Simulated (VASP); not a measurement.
# Co (P6_3/mmc) in VASP: further runs

Aim: see how the results for Co move with the level of theory and the settings. Levels: PBE, BLYP+D4, PBE exchange alone, RPBE+D4. Tasks: single point.

Program: VASP 6.6.1. These are calculated values, not measurements. Logs are shortened: lines on timing, memory, paths and dates and some standing lists are left out, and cuts for length are marked.

### 1 The cell of the first run

It takes space group P6_3/mmc (No. 194, hexagonal). The conventional cell has a = 2.472 Å, b = 2.472 Å, c = 4.021 Å, α = 90.00°, β = 90.00°, γ = 120.00°. Within 3.3 Å of Co (site symmetry -6m2) lie 12 Co at 2.47 Å.

### 2 Single point, PBE, collinear spin, ferromagnetic start

File INCAR:

```
SYSTEM = Co
PREC = Accurate
ENCUT = 690
EDIFF = 1E-6
ISMEAR = -1
SIGMA = 0.05
LREAL = .FALSE.
LASPH = .TRUE.
NELM = 200
ALGO = Normal
ISIF = 2
LWAVE = .FALSE.
LCHARG = .TRUE.
ISPIN = 2
MAGMOM = 2.5 2.5
LORBIT = 11
NUPDOWN = 5.0
LMAXMIX = 4
GGA = PE
LELF = .TRUE.
LVHAR = .TRUE.
NBANDS = 28
GGA_COMPAT = .FALSE.
```

File KPOINTS:

```
Automatic mesh
0
G
  10 10 6
  0 0 0
```

File POSCAR:

```
Co
1.0
    2.4719999032      0.0000000000      0.0000000000
   -1.2359999516      2.1408147143      0.0000000000
    0.0000000000      0.0000000000      4.0211440800
Co
2
Direct
    0.6666666667      0.3333333333      0.7500000000
    0.3333333333      0.6666666667      0.2500000000
```

Potentials or basis: VASP PAW PBE potentials, release 64 (Co_sv).

The run is started by

```sh
$ cat potpaw_PBE.64/Co_sv/POTCAR > POTCAR
$ mpirun -np 1 vasp_std > vasp.out
```

OUTCAR:

```text
SYSTEM = Co
   PREC = Accurate
   ENCUT = 690
   EDIFF = 1E-6
   ISMEAR = -1
   LREAL = .FALSE.
   LASPH = .TRUE.
   NELM = 200
   ISIF = 2
   ISPIN = 2
   LORBIT = 11
   NUPDOWN = 5.0
   GGA = PE

 ion  position               nearest neighbor table
   1  0.667  0.333  0.750-   2 2.47   2 2.47   2 2.47   2 2.47   2 2.47   2 2.47
   2  0.333  0.667  0.250-   1 2.47   1 2.47   1 2.47   1 2.47   1 2.47   1 2.47

  LATTYP: Found a hexagonal cell.
 ALAT       =     2.4719999032
 C/A-ratio  =     1.6266764715

  Lattice vectors:

 A1 = (   2.4719999032,   0.0000000000,   0.0000000000)
 A2 = (  -1.2359999516,   2.1408147143,   0.0000000000)
 A3 = (   0.0000000000,   0.0000000000,   4.0211440800)

Analysis of symmetry for initial positions (statically):
=====================================================================
 Subroutine PRICEL returns:
 Original cell was already a primitive cell.

 Routine SETGRP: Setting up the symmetry group for a
 hexagonal supercell.

 Subroutine GETGRP returns: Found 24 space group operations
 (whereof 12 operations were pure point group operations)
 out of a pool of 24 trial point group operations.

The static configuration has the point symmetry D_3d.
 The point group associated with its full space group is D_6h.

Analysis of symmetry for dynamics (positions and initial velocities):
=====================================================================
 Subroutine PRICEL returns:
 Original cell was already a primitive cell.

 Routine SETGRP: Setting up the symmetry group for a
 hexagonal supercell.

 Subroutine GETGRP returns: Found 24 space group operations
 (whereof 12 operations were pure point group operations)
 out of a pool of 24 trial point group operations.

The dynamic configuration has the point symmetry D_3d.
 The point group associated with its full space group is D_6h.

Analysis of structural, dynamic, and magnetic symmetry:
=====================================================================
 Subroutine PRICEL returns:
 Original cell was already a primitive cell.

 Routine SETGRP: Setting up the symmetry group for a
 hexagonal supercell.

 Subroutine GETGRP returns: Found 24 space group operations
 (whereof 12 operations were pure point group operations)
 out of a pool of 24 trial point group operations.

The overall configuration has the point symmetry D_3d.
 The point group associated with its full space group is D_6h.

 Subroutine INISYM returns: Found 24 space group operations
 (whereof 12 operations are pure point group operations),
 and found     1 'primitive' translations

----------------------------------------------------------------------------------------

                                     Primitive cell

  volume of cell :      21.2803

  direct lattice vectors                    reciprocal lattice vectors
     2.471999903  0.000000000  0.000000000     0.404530760  0.233555943  0.000000000
    -1.235999952  2.140814714  0.000000000     0.000000000  0.467111887  0.000000000
     0.000000000  0.000000000  4.021144080     0.000000000  0.000000000  0.248685444

  length of vectors
     2.471999903  2.471999903  4.021144080     0.467111887  0.467111887  0.248685444

  position of ions in fractional coordinates (direct lattice)
     0.666666667  0.333333333  0.750000000
     0.333333333  0.666666667  0.250000000

  ion indices of the primitive-cell ions
   primitive index   ion index
                 1           1
                 2           2

----------------------------------------------------------------------------------------

 KPOINTS: Automatic mesh

Automatic generation of k-mesh.
 Grid dimensions read from file:
 generate k-points for:   10   10    6

 Generating k-lattice:

  Cartesian coordinates                     Fractional coordinates (reciprocal lattice)
     0.040453076  0.023355594  0.000000000     0.100000000 -0.000000000  0.000000000
     0.000000000  0.046711189  0.000000000     0.000000000  0.100000000  0.000000000
     0.000000000  0.000000000  0.041447574     0.000000000  0.000000000  0.166666667

  Length of vectors
     0.046711189  0.046711189  0.041447574

  Shift w.r.t. Gamma in fractional coordinates (k-lattice)
     0.000000000  0.000000000  0.000000000

 Subroutine IBZKPT returns following result:
 ===========================================

 Found     56 irreducible k-points:

 Following reciprocal coordinates:
            Coordinates               Weight
  0.000000  0.000000  0.000000      1.000000
  0.100000  0.000000  0.000000      6.000000
  0.200000  0.000000  0.000000      6.000000
  0.300000  0.000000  0.000000      6.000000
  0.400000  0.000000  0.000000      6.000000
  0.500000  0.000000  0.000000      3.000000
[... 16 lines left out ...]
  0.300000  0.100000  0.166667     24.000000
  0.400000  0.100000  0.166667     24.000000
 [... further k-points ...]
   k-points           NKPTS =     56   k-points in BZ     NKDIM =     56   number of bands    NBANDS=     28
   number of dos      NEDOS =    301   number of ions     NIONS =      2
   total plane-waves  NPLWV =  20736
   dimension x,y,z NGX =    24 NGY =   24 NGZ =   36
   dimension x,y,z NGXF=    48 NGYF=   48 NGZF=   72
   ions per type =               2
   NGX,Y,Z   is equivalent  to a cutoff of  16.14, 16.14, 14.88 a.u.
   NGXF,Y,Z  is equivalent  to a cutoff of  32.28, 32.28, 29.77 a.u.
 SYSTEM =  Co
   PREC   = accura    normal or accurate (medium, high low for compatibility)
   ISTART =      0    job   : 0-new  1-cont  2-samecut
   ICHARG =      2    charge: 1-file 2-atom 10-const
   ISPIN  =      2    spin polarized calculation?
   LNONCOLLINEAR =      F non collinear calculations
   LSORBIT =      F    spin-orbit coupling
   LASPH  =      T    aspherical Exc in radial PAW
   ENCUT  =  690.0 eV  50.71 Ry    7.12 a.u.   5.29  5.29  8.61*2*pi/ulx,y,z
   NELM   =    200;   NELMIN=  2; NELMDL= -5     # of ELM steps
   EDIFF  = 0.1E-05   stopping-criterion for ELM
   LREAL  =      F    real-space projection
[... 7 lines left out ...]
   TEBEG  =    0.0;   TEEND  =   0.0 temperature during run
   PSTRESS=    0.0 pullay stress
   NELECT =      34.0000    total number of electrons
   NUPDOWN=       5.0000    fix difference up-down
   EMIN   =  10.00;   EMAX   =-10.00  energy-range for DOS
   EFERMI =   0.00;   METHOD = LEGACY
   ISMEAR =    -1;   SIGMA  =   0.05  broadening in eV -4-tet -1-fermi 0-gaus
   EFERMI_NEDOS =   21; number of points for ismear=-14 and -15
   IALGO  =     38    algorithm
   IMIX   =      4    mixing-type and parameters
     AMIX     =   0.40;   BMIX     =  1.00
     AMIX_MAG =   1.60;   BMIX_MAG =  1.00
  volume/ion in A,a.u.               =      10.64        71.80
  Fermi-wavevector in a.u.,A,eV,Ry     =   1.913854  3.616659 49.835912  3.662836
  Thomas-Fermi vector in A             =   2.949907
   LORBIT       =     11    0 simple, 1 ext, 2 COOP (PROOUT), +10 PAW based schemes
   GGA     = PE    functional components
   LHFCALC =     F    Hartree Fock is set to
   AEXX    =    0.0000 exact exchange contribution
   IVDW    =     0    specifies the selected vdW correction
   LEPSILON=     F    determine dielectric tensor
   LRPA    =     F    only Hartree local field effects (RPA)
 spin polarized calculation
  energy-cutoff  :      690.00
  volume of cell :       21.28
 maximum number of plane-waves:       889
 NGX is ok and might be reduce to    24
   NGX = 11   NGY = 11   NGZ = 17

 number of electron      34.0000034 magnetization       5.0000006

 Free energy of the ion-electron system (eV)
  ---------------------------------------------------
  ext. energy  EPLUGINS =         0.00000000
  ---------------------------------------------------
  free energy    TOTEN  =       -12.78486603 eV

  energy without entropy =      -12.76234908  energy(sigma->0) =      -12.77360756

 E-fermi :  11.8833     XC(G=0): -14.0756

 val. band max:       15.2706551049   @ k =   0.3000   0.3000   0.1667
 cond. band min:      11.8902785931   @ k =   0.2000   0.0000   0.0000
 fundamental gap:     -3.3803765119
 Fermi energy:        15.2917397510

 spin component 1

 k-point     1 :       0.0000    0.0000    0.0000
  band No.  band energies     occupation
      1     -84.5357      1.00000
      2     -84.4768      1.00000
      3     -47.8817      1.00000
      4     -47.6224      1.00000
      5     -47.6224      1.00000
      6     -47.5744      1.00000
[... 20 lines left out ...]
     27      38.0366      0.00000
     28      38.0366      0.00000

 k-point     2 :       0.1000    0.0000    0.0000
  band No.  band energies     occupation
      1     -84.5308      1.00000
      2     -84.4745      1.00000
      3     -47.8710      1.00000
      4     -47.6466      1.00000
      5     -47.6305      1.00000
      6     -47.5989      1.00000
[... 674 lines left out ...]
 k-point    24 :       0.4000    0.1000    0.1667
  band No.  band energies     occupation
      1     -84.4768      1.00000
      2     -84.4601      1.00000
      3     -47.8711      1.00000
      4     -47.8253      1.00000
      5     -47.7227      1.00000
      6     -47.6962      1.00000
[... 20 lines left out ...]
     27      36.3711      0.00000
     28      36.7877      0.00000

 [... further k-points ...]

 spin component 2

 k-point     1 :       0.0000    0.0000    0.0000
  band No.  band energies     occupation
      1     -81.7178      1.00000
      2     -81.6539      1.00000
      3     -45.1662      1.00000
      4     -44.8582      1.00000
      5     -44.8582      1.00000
      6     -44.8061      1.00000
[... 20 lines left out ...]
     27      39.0021      0.00000
     28      39.0021      0.00000

 k-point     2 :       0.1000    0.0000    0.0000
  band No.  band energies     occupation
      1     -81.7124      1.00000
      2     -81.6514      1.00000
      3     -45.1543      1.00000
      4     -44.8848      1.00000
      5     -44.8671      1.00000
      6     -44.8332      1.00000
[... 674 lines left out ...]
 k-point    24 :       0.4000    0.1000    0.1667
  band No.  band energies     occupation
      1     -81.6539      1.00000
      2     -81.6357      1.00000
      3     -45.1350      1.00000
      4     -45.0836      1.00000
      5     -44.9837      1.00000
      6     -44.9437      1.00000
[... 20 lines left out ...]
     27      37.0877      0.00000
     28      37.7513      0.00000

 [... further k-points ...]
[... 5 lines left out ...]
  --------------------------------------------------------------------------------------
  -------------------------------------------------------------------------------------
  Total        3.3743881      3.3743881      4.3082463      0.0000000     -0.0000000      0.0000000
  in kB      254.0554134    254.0554134    324.3649657      0.0000000     -0.0000000      0.0000000
  external PRESSURE =     277.4919308 kB  Pullay stress =       0.0000000 kB

 VOLUME and BASIS-vectors are now :
 -----------------------------------------------------------------------------
  energy-cutoff  :      690.00
  volume of cell :       21.28
      direct lattice vectors                 reciprocal lattice vectors
     2.471999903  0.000000000  0.000000000     0.404530760  0.233555943  0.000000000
    -1.235999952  2.140814714  0.000000000     0.000000000  0.467111887  0.000000000
     0.000000000  0.000000000  4.021144080     0.000000000  0.000000000  0.248685444

 POSITION                                       TOTAL-FORCE (eV/Angst)
 -----------------------------------------------------------------------------------
      1.23600      0.71360      3.01586        -0.000000      0.000000      0.000000
     -0.00000      1.42721      1.00529         0.000000     -0.000000      0.000000
 -----------------------------------------------------------------------------------
    total drift:                               -0.000000      0.000000     -0.000000

  FREE ENERGIE OF THE ION-ELECTRON SYSTEM (eV)
  ---------------------------------------------------
  free  energy   TOTEN  =       -12.7848660326 eV

  energy  without entropy=      -12.7623490787  energy(sigma->0) =      -12.77360756

 total charge

# of ion       s       p       d       tot
------------------------------------------
    1        2.271   6.165   6.573  15.008
    2        2.271   6.165   6.573  15.008
--------------------------------------------------
tot          4.541  12.330  13.145  30.016

 magnetization (x)

# of ion       s       p       d       tot
------------------------------------------
    1        0.021   0.045   2.283   2.349
    2        0.021   0.045   2.283   2.349
--------------------------------------------------
tot          0.042   0.090   4.565   4.697
```

It took 62 s on 1 thread of Intel Xeon Platinum 8488C (Sapphire Rapids), shared host; peak memory 0.21 GiB.

What came out:

- Free energy: -12.7849 eV
- Pressure: 27.7 GPa
- Net moment: 5.00 μB per cell
- Site moments: Co +2.35 μB
- Valence electrons inside the program's atomic spheres: Co 15.01

Caveat: the stress differs along the axes, from 25 to 32 GPa; the total moment is fixed, so each spin has its own Fermi level and the state may be an excited one.

[end of part 1 of 2]
